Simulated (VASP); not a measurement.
# TiO2 (Pbcn) in VASP: a series of runs

Runs on TiO2. Level: r2SCAN+U. Tasks: single point.

Program: VASP 6.6.1. These are calculated values, not measurements. Logs are shortened: lines on timing, memory, paths and dates and some standing lists are left out, and cuts for length are marked.

**1. The cell of the first run**

It takes space group Pbcn (No. 60, orthorhombic). Conventional cell: a = 4.602 Å, b = 5.564 Å, c = 4.997 Å, α = 90.00°, β = 90.00°, γ = 90.00°. Ti (site symmetry 2) has 6 O at 1.93 to 2.08 Å within 2.6 Å. O (site symmetry 1) has 3 Ti at 1.93 to 2.08 Å and 12 O at 2.60 to 3.03 Å within 3.1 Å.

**2. Single point, r2SCAN+U**

POSCAR reads:

```
TiO2
1.0
    4.6019317349      0.0000000000      0.0000000000
    0.0000000000      5.5642750610      0.0000000000
    0.0000000000      0.0000000000      4.9966326206
Ti O
4 8
Direct
    0.5000000000      0.6675744422      0.7500000000
    0.0000000000      0.8324255578      0.2500000000
    0.5000000000      0.3324255578      0.2500000000
    0.0000000000      0.1675744422      0.7500000000
    0.7259295987      0.6187509107      0.0815746203
    0.2259295987      0.8812490893      0.9184253797
    0.7740704013      0.8812490893      0.5815746203
    0.2740704013      0.6187509107      0.4184253797
    0.7259295987      0.3812490893      0.5815746203
    0.2259295987      0.1187509107      0.4184253797
    0.7740704013      0.1187509107      0.0815746203
    0.2740704013      0.3812490893      0.9184253797
```

INCAR.step1 reads:

```
PREC     = Accurate       # precision mode
ENCUT    = 520            # plane-wave cutoff, eV
ISMEAR   = 0              # smearing method
SIGMA    = 0.02           # smearing width, eV
LREAL    = F              # projectors in reciprocal space
LASPH    = T              # aspherical terms in the spheres
NELM     = 150            # most SCF steps
LMAXMIX  = 4              # l up to which the mixer works
LDAU     = T              # DFT+U
LDAUTYPE = 2            
LDAUL    = 2 -1           # shell
LDAUU    = 4 0            # U, eV
LDAUJ    = 0 0          
NBANDS   = 60             # bands
GGA      = PE             # functional
ALGO     = Normal         # electronic algorithm
EDIFF    = 1E-4           # SCF threshold, eV
LWAVE    = T              # write WAVECAR
LCHARG   = F              # write CHGCAR
KPAR     = 4
```

INCAR.step2 reads:

```
PREC     = Accurate       # precision mode
ENCUT    = 520            # plane-wave cutoff, eV
EDIFF    = 1E-6           # SCF threshold, eV
ISMEAR   = 0              # smearing method
SIGMA    = 0.02           # smearing width, eV
LREAL    = F              # projectors in reciprocal space
LASPH    = T              # aspherical terms in the spheres
NELM     = 150            # most SCF steps
ALGO     = Normal         # electronic algorithm
ISIF     = 2              # what is computed and relaxed
LWAVE    = F              # write WAVECAR
LCHARG   = T              # write CHGCAR
LMAXMIX  = 4              # l up to which the mixer works
LDAU     = T              # DFT+U
LDAUTYPE = 2            
LDAUL    = 2 -1           # shell
LDAUU    = 4 0            # U, eV
LDAUJ    = 0 0          
LDAUPRINT= 1            
METAGGA  = R2SCAN         # meta-GGA
LMIXTAU  = T            
LVHAR    = T            
NBANDS   = 60             # bands
ISTART   = 1            
KPAR     = 4
```

KPOINTS reads:

```
regular mesh
0
Gamma
  6 4 6
```

Potentials or basis: VASP PAW PBE potentials, release 64 (Ti_sv, O).

Run with:

```console
> cat potpaw_PBE.64/Ti_sv/POTCAR potpaw_PBE.64/O/POTCAR > POTCAR
> cp INCAR.step1 INCAR
> mpirun -np 4 vasp_std > vasp.out
> cp INCAR.step2 INCAR
> mpirun -np 4 vasp_std > vasp.out
```

OUTCAR:

```text
PREC = Accurate
   ENCUT = 520
   EDIFF = 1E-6
   ISMEAR = 0
   LREAL = F
   LASPH = T
   NELM = 150
   ISIF = 2
   METAGGA = R2SCAN
   ISTART = 1

 ion  position               nearest neighbor table
   1  0.500  0.668  0.750-   6 1.93   7 1.93   5 1.97   8 1.97   9 2.08  12 2.08
   2  0.000  0.832  0.250-   5 1.93   8 1.93   7 1.97   6 1.97  10 2.08  11 2.08
   3  0.500  0.332  0.250-  10 1.93  11 1.93   9 1.97  12 1.97   5 2.08   8 2.08
   4  0.000  0.168  0.750-   9 1.93  12 1.93  11 1.97  10 1.97   6 2.08   7 2.08
   5  0.726  0.619  0.082-   2 1.93   1 1.97   3 2.08
   6  0.226  0.881  0.918-   1 1.93   2 1.97   4 2.08
   7  0.774  0.881  0.582-   1 1.93   2 1.97   4 2.08
   8  0.274  0.619  0.418-   2 1.93   1 1.97   3 2.08
   9  0.726  0.381  0.582-   4 1.93   3 1.97   1 2.08
  10  0.226  0.119  0.418-   3 1.93   4 1.97   2 2.08
  11  0.774  0.119  0.082-   3 1.93   4 1.97   2 2.08
  12  0.274  0.381  0.918-   4 1.93   3 1.97   1 2.08

  LATTYP: Found a simple orthorhombic cell.
 ALAT       =     4.6019317349
 B/A-ratio  =     1.0857685225
 C/A-ratio  =     1.2091172537

  Lattice vectors:

 A1 = (  -4.6019317349,   0.0000000000,   0.0000000000)
 A2 = (   0.0000000000,   0.0000000000,   4.9966326206)
 A3 = (   0.0000000000,   5.5642750610,   0.0000000000)

Analysis of symmetry for initial positions (statically):
=====================================================================
 Subroutine PRICEL returns:
 Original cell was already a primitive cell.

 Routine SETGRP: Setting up the symmetry group for a
 simple orthorhombic supercell.

 Subroutine GETGRP returns: Found  8 space group operations
 (whereof  2 operations were pure point group operations)
 out of a pool of  8 trial point group operations.

The static configuration has the point symmetry S_2 .
 The point group associated with its full space group is D_2h.

Analysis of symmetry for dynamics (positions and initial velocities):
=====================================================================
 Subroutine PRICEL returns:
 Original cell was already a primitive cell.

 Routine SETGRP: Setting up the symmetry group for a
 simple orthorhombic supercell.

 Subroutine GETGRP returns: Found  8 space group operations
 (whereof  2 operations were pure point group operations)
 out of a pool of  8 trial point group operations.

The dynamic configuration has the point symmetry S_2 .
 The point group associated with its full space group is D_2h.

 Subroutine INISYM returns: Found  8 space group operations
 (whereof  2 operations are pure point group operations),
 and found     1 'primitive' translations

----------------------------------------------------------------------------------------

                                     Primitive cell

  volume of cell :     127.9458

  direct lattice vectors                    reciprocal lattice vectors
     4.601931735  0.000000000  0.000000000     0.217300051  0.000000000  0.000000000
     0.000000000  5.564275061  0.000000000     0.000000000  0.179717931  0.000000000
     0.000000000  0.000000000  4.996632621     0.000000000  0.000000000  0.200134786

  length of vectors
     4.601931735  5.564275061  4.996632621     0.217300051  0.179717931  0.200134786

  position of ions in fractional coordinates (direct lattice)
     0.500000000  0.667574442  0.750000000
     0.000000000  0.832425558  0.250000000
     0.500000000  0.332425558  0.250000000
     0.000000000  0.167574442  0.750000000
     0.725929599  0.618750911  0.081574620
[... 82 lines left out ...]
   NGX,Y,Z   is equivalent  to a cutoff of  13.01, 12.55, 13.31 a.u.
   NGXF,Y,Z  is equivalent  to a cutoff of  26.01, 25.10, 26.62 a.u.
 SYSTEM =  unknown system
   PREC   = accura    normal or accurate (medium, high low for compatibility)
   ISTART =      1    job   : 0-new  1-cont  2-samecut
   ICHARG =      0    charge: 1-file 2-atom 10-const
   ISPIN  =      1    spin polarized calculation?
   LNONCOLLINEAR =      F non collinear calculations
   LSORBIT =      F    spin-orbit coupling
   LASPH  =      T    aspherical Exc in radial PAW
   ENCUT  =  520.0 eV  38.22 Ry    6.18 a.u.   8.56 10.35  9.29*2*pi/ulx,y,z
   NELM   =    150;   NELMIN=  2; NELMDL=  0     # of ELM steps
   EDIFF  = 0.1E-05   stopping-criterion for ELM
   LREAL  =      F    real-space projection
   EDIFFG = 0.1E-04   stopping-criterion for IOM
   NSW    =      0    number of steps for IOM
   IBRION =     -1    ionic relax: 0-MD 1-quasi-New 2-CG
   NFREE  =      0    steps in history (QN), initial steepest desc. (CG)
   ISIF   =      2    stress and relaxation
   ISYM   =      2    0-nonsym 1-usesym 2-fastsym
   POTIM  = 0.5000    time-step for ionic-motion
   TEBEG  =    0.0;   TEEND  =   0.0 temperature during run
   PSTRESS=    0.0 pullay stress
   NELECT =      96.0000    total number of electrons
   NUPDOWN=      -1.0000    fix difference up-down
   EMIN   =  10.00;   EMAX   =-10.00  energy-range for DOS
   EFERMI =   0.00;   METHOD = LEGACY
   ISMEAR =     0;   SIGMA  =   0.02  broadening in eV -4-tet -1-fermi 0-gaus
   EFERMI_NEDOS =   21; number of points for ismear=-14 and -15
   IALGO  =     38    algorithm
   IMIX   =      4    mixing-type and parameters
     AMIX     =   0.40;   BMIX     =  1.00
     AMIX_MAG =   1.60;   BMIX_MAG =  1.00
  volume/ion in A,a.u.               =      10.66        71.95
  Fermi-wavevector in a.u.,A,eV,Ry     =   1.487613  2.811180 30.109574  2.212991
  Thomas-Fermi vector in A             =   2.600751
   LORBIT       =      0    0 simple, 1 ext, 2 COOP (PROOUT), +10 PAW based schemes
 LDA+U is selected, type is set to LDAUTYPE =  2
   angular momentum for each species LDAUL =     2   -1
   U (eV)           for each species LDAUU =   4.0  0.0
   J (eV)           for each species LDAUJ =   0.0  0.0
   METAGGA = R2SCAN    functional components
   LHFCALC =     F    Hartree Fock is set to
   AEXX    =    0.0000 exact exchange contribution
   IVDW    =     0    specifies the selected vdW correction
   LEPSILON=     F    determine dielectric tensor
   LRPA    =     F    only Hartree local field effects (RPA)
 non-spin polarized calculation
 Gauss-broadening in eV      SIGMA  =   0.02
  energy-cutoff  :      520.00
  volume of cell :      127.95
 maximum number of plane-waves:      3473
 NGX is ok and might be reduce to    36
   NGX = 17   NGY = 21   NGZ = 19

atom =   1  type =  1  l = 2

 onsite density matrix

spin component  1
[... 116 lines left out ...]
  o =  0.0802  v = -0.5667  0.8239  0.0000  0.0000 -0.0000  0.0000  0.0000  0.0000  0.0000  0.0000      0.0000  0.0000  0.0000  0.0000  0.0000  0.0000  0.0000  0.0000  0.0000  0.0000
  o =  0.0802  v =  0.0000  0.0000  0.0000  0.0000  0.0000 -0.5667  0.8239  0.0000  0.0000 -0.0000      0.0000  0.0000  0.0000  0.0000  0.0000  0.0000  0.0000  0.0000  0.0000  0.0000
  o =  0.0846  v =  0.0000 -0.0000  0.8050  0.5684  0.1700  0.0000  0.0000  0.0000  0.0000  0.0000      0.0000  0.0000  0.0000  0.0000  0.0000  0.0000  0.0000  0.0000  0.0000  0.0000
  o =  0.0846  v =  0.0000  0.0000  0.0000  0.0000  0.0000  0.0000 -0.0000  0.8050  0.5684  0.1700      0.0000  0.0000  0.0000  0.0000  0.0000  0.0000  0.0000  0.0000  0.0000  0.0000
  o =  0.0997  v =  0.0000  0.0000 -0.2559  0.0742  0.9638  0.0000  0.0000  0.0000  0.0000  0.0000      0.0000  0.0000  0.0000  0.0000  0.0000  0.0000  0.0000  0.0000  0.0000  0.0000
  o =  0.0997  v =  0.0000  0.0000  0.0000  0.0000  0.0000  0.0000  0.0000 -0.2559  0.0742  0.9638      0.0000  0.0000  0.0000  0.0000  0.0000  0.0000  0.0000  0.0000  0.0000  0.0000
  o =  0.2342  v = -0.8239 -0.5667 -0.0000 -0.0000  0.0000  0.0000  0.0000  0.0000  0.0000  0.0000      0.0000  0.0000  0.0000  0.0000  0.0000  0.0000  0.0000  0.0000  0.0000  0.0000
  o =  0.2342  v =  0.0000  0.0000  0.0000  0.0000  0.0000 -0.8239 -0.5667 -0.0000 -0.0000  0.0000      0.0000  0.0000  0.0000  0.0000  0.0000  0.0000  0.0000  0.0000  0.0000  0.0000
  o =  0.2485  v =  0.0000  0.0000  0.5353 -0.8194  0.2052  0.0000  0.0000  0.0000  0.0000  0.0000      0.0000  0.0000  0.0000  0.0000  0.0000  0.0000  0.0000  0.0000  0.0000  0.0000
  o =  0.2485  v =  0.0000  0.0000  0.0000  0.0000  0.0000  0.0000  0.0000  0.5353 -0.8194  0.2052      0.0000  0.0000  0.0000  0.0000  0.0000  0.0000  0.0000  0.0000  0.0000  0.0000

 number of electron      95.9999989 magnetization

 Free energy of the ion-electron system (eV)
  ---------------------------------------------------
  ext. energy  EPLUGINS =         0.00000000
  ---------------------------------------------------
  free energy    TOTEN  =      -129.34065389 eV

  energy without entropy =     -129.34065389  energy(sigma->0) =     -129.34065389

 E-fermi :   4.4817     XC(G=0): -12.0548

 val. band max:        4.2412822833   @ k =   0.0000   0.0000   0.0000
 cond. band min:       7.5997047462   @ k =   0.0000   0.0000   0.5000
 fundamental gap:      3.3584224629
 Fermi energy:         4.4817153721

 k-point     1 :       0.0000    0.0000    0.0000
  band No.  band energies     occupation
      1     -55.6495      2.00000
      2     -55.6328      2.00000
      3     -55.6231      2.00000
      4     -55.6198      2.00000
      5     -30.9236      2.00000
      6     -30.8598      2.00000
[... 1501 lines left out ...]
     59       8.9140      0.00000
     60       8.9140      0.00000

 [... further k-points ...]

------------------------ aborting loop because EDIFF is reached ----------------------------------------

  FORCE on cell =-STRESS in cart. coord.  units (eV):
  Direction    XX          YY          ZZ          XY          YZ          ZX
  --------------------------------------------------------------------------------------
  -------------------------------------------------------------------------------------
  Total       -1.0278211     -1.5609238     -1.2136519      0.0000000      0.0000000      0.0000000
  in kB      -12.8706932    -19.5463691    -15.1977241      0.0000000      0.0000000      0.0000000
  external PRESSURE =     -15.8715955 kB  Pullay stress =       0.0000000 kB

 VOLUME and BASIS-vectors are now :
 -----------------------------------------------------------------------------
  energy-cutoff  :      520.00
  volume of cell :      127.95
      direct lattice vectors                 reciprocal lattice vectors
     4.601931735  0.000000000  0.000000000     0.217300051  0.000000000  0.000000000
     0.000000000  5.564275061  0.000000000     0.000000000  0.179717931  0.000000000
     0.000000000  0.000000000  4.996632621     0.000000000  0.000000000  0.200134786

 POSITION                                       TOTAL-FORCE (eV/Angst)
 -----------------------------------------------------------------------------------
      2.30097      3.71457      3.74747         0.000000     -0.277653      0.000000
      0.00000      4.63184      1.24916         0.000000      0.277653      0.000000
      2.30097      1.84971      1.24916         0.000000      0.277653      0.000000
      0.00000      0.93243      3.74747         0.000000     -0.277653      0.000000
      3.34068      3.44290      0.40760        -0.006675     -0.141233      0.009922
      1.03971      4.90351      4.58903        -0.006675      0.141233     -0.009922
      3.56222      4.90351      2.90591         0.006675      0.141233      0.009922
      1.26125      3.44290      2.09072         0.006675     -0.141233     -0.009922
      3.34068      2.12137      2.90591        -0.006675      0.141233      0.009922
      1.03971      0.66076      2.09072        -0.006675     -0.141233     -0.009922
      3.56222      0.66076      0.40760         0.006675     -0.141233      0.009922
      1.26125      2.12137      4.58903         0.006675      0.141233     -0.009922
 -----------------------------------------------------------------------------------
    total drift:                                0.000000      0.000000      0.000000

  FREE ENERGIE OF THE ION-ELECTRON SYSTEM (eV)
  ---------------------------------------------------
  free  energy   TOTEN  =      -129.3406538871 eV

  energy  without entropy=     -129.3406538871  energy(sigma->0) =     -129.34065389
```

It took 9.4 min on 4 MPI ranks of Oxide Virtual Turin-like, shared host; peak memory 0.41 GiB.

What came out:

| Property | Result |
| --- | --- |
| Free energy | -129.3407 eV |
| Pressure | -1.6 GPa |
| Largest force | 0.278 eV/Å |
| Band gap on the k mesh | 3.36 eV (least direct gap 3.41 eV) |

Forces on the atoms (eV/Å):
```
Ti   0.000 -0.278  0.000
Ti   0.000  0.278  0.000
Ti   0.000  0.278  0.000
Ti   0.000 -0.278  0.000
O   -0.007 -0.141  0.010
O   -0.007  0.141 -0.010
O    0.007  0.141  0.010
O    0.007 -0.141 -0.010
O   -0.007  0.141  0.010
O   -0.007 -0.141 -0.010
O    0.007 -0.141  0.010
O    0.007  0.141 -0.010
```

Eigenvalues of the final occupation matrices:
| site | spin | trace | eigenvalues |
| --- | --- | --- | --- |
| site 1 d | 1 | 0.75 | 0.08 0.08 0.10 0.23 0.25 |
| site 1 d | 2 | 0.75 | 0.08 0.08 0.10 0.23 0.25 |
| site 2 d | 1 | 0.75 | 0.08 0.08 0.10 0.23 0.25 |
| site 2 d | 2 | 0.75 | 0.08 0.08 0.10 0.23 0.25 |
| site 3 d | 1 | 0.75 | 0.08 0.08 0.10 0.23 0.25 |
| site 3 d | 2 | 0.75 | 0.08 0.08 0.10 0.23 0.25 |
| site 4 d | 1 | 0.75 | 0.08 0.08 0.10 0.23 0.25 |
| site 4 d | 2 | 0.75 | 0.08 0.08 0.10 0.23 0.25 |

Caveat: the PAW data sets were made with another functional, which shifts forces and pressure a little.

(Part 1 of 2 ends here.)
